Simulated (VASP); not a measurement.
Set up this calculation in VASP 6.6.1, as the native input.

```
Task                   : single point
Functional             : PBE
Potentials or basis    : VASP PAW PBE potentials, release 64 (Mn_sv, O)
Cutoff                 : 700 eV
k mesh                 : 5 × 5 × 5
Occupations            : gaussian, width 0.05 eV
Spin                   : collinear spin, ferromagnetic start
Starting moments       : [5.0, 5.0, 0.0, 0.0] μB
Hubbard terms          : Mn d U = 3.9 eV
Dipole correction      : no
Further INCAR settings : ALGO = Normal; EDIFF = 1e-06; NBANDS = 33
```

The structure of MnO lies in POSCAR:

```
MnO
1.0
   -2.2664522245     -2.2664522245      4.5329044490
   -4.5329044490     -2.2664522245      2.2664522245
   -2.2664522245     -4.5329044490      2.2664522245
Mn O
2 2
Direct
    0.0000000000      0.0000000000      0.0000000000
    0.5000000000      0.5000000000      0.5000000000
    1.2500000000     -0.7500000000     -0.7500000000
    1.7500000000     -0.2500000000     -0.2500000000
```

These files were run (other wordings do the same):

INCAR

```
  PREC = Accurate
  ENCUT = 700
  EDIFF = 1E-6
  ISMEAR = 0
  SIGMA = 0.05
  LREAL = False
  LASPH = True
  NELM = 200
  ALGO = Normal
  ISIF = 2
  LWAVE = False
  LCHARG = True
  ISPIN = 2
  MAGMOM = 5 5 0 0
  LORBIT = 11
  LMAXMIX = 4
  LDAU = True
  LDAUTYPE = 2
  LDAUL = 2 -1
  LDAUU = 3.9 0
  LDAUJ = 0 0
  LDAUPRINT = 1
  GGA = PE
  LELF = True
  LVHAR = True
  NBANDS = 33
  GGA_COMPAT = False
```

KPOINTS

```
Automatic mesh
0
Gamma
  5 5 5
```

Potentials or basis: VASP PAW PBE potentials, release 64 (Mn_sv, O).

Command:

```console
$ cat potpaw_PBE.64/Mn_sv/POTCAR potpaw_PBE.64/O/POTCAR > POTCAR
$ mpirun -np 1 vasp_std > vasp.out
```

It gave:

The pressure is -2.6 GPa and the band gap on the k mesh is 0.06 eV. The net moment is 10.00 μB per cell. The site moments are Mn +4.51; O +0.15 μB and the valence electrons inside the program's atomic spheres are Mn 12.85; O 4.98.

Caveat: the k points lie up to 0.46 Å⁻¹ apart; the run started ferromagnetic, and an antiferromagnetic order may lie lower in energy.

It took 3.5 min on 1 thread of Intel(R) Xeon(R) Platinum 8259CL CPU @ 2.50GHz (Skylake/Cascade Lake), on a shared host, peak memory 0.42 GiB.
